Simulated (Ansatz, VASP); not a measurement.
## Pd in VASP and in Ansatz

```
CELL_PARAMETERS angstrom
0.00000 1.97423 1.97423
1.97423 0.00000 1.97423
1.97423 1.97423 0.00000
ATOMIC_POSITIONS crystal
Pd 0.00000 0.00000 0.00000
```

Alike in both runs: task relaxation of cell and atoms; functional PBE; k mesh 18 × 18 × 18; occupations gaussian, width 0.1 eV; no spin polarisation.

```csv
,VASP,Ansatz
version,VASP 6.6.1,Ansatz 0.2.0
potentials or method,"VASP PAW PBE potentials, release 64 (Pd), cutoff 500 eV","scalar-relativistic, plane waves, PAW"
valence electrons in the cell,10,18
```

Ansatz gave:

| Item | Value |
| --- | --- |
| gap on the k mesh at the Fermi level, each at its own relaxed structure (eV) | none |
| relaxed volume (Å³/atom) | 15.32 |
| relaxed cell length with the largest relative difference (Å) | 2.788 |

Q: What did VASP give for the same quantities?

A: gap on the k mesh at the Fermi level, each at its own relaxed structure (eV): none; relaxed volume (Å³/atom): 15.29; relaxed cell length with the largest relative difference (Å): 2.786.

A gap of «none» marks a metal or a gap that the smearing closes. VASP's potentials hold 10 valence electrons a cell and Ansatz's 18, so a difference there can come from the potentials and not from the codes.
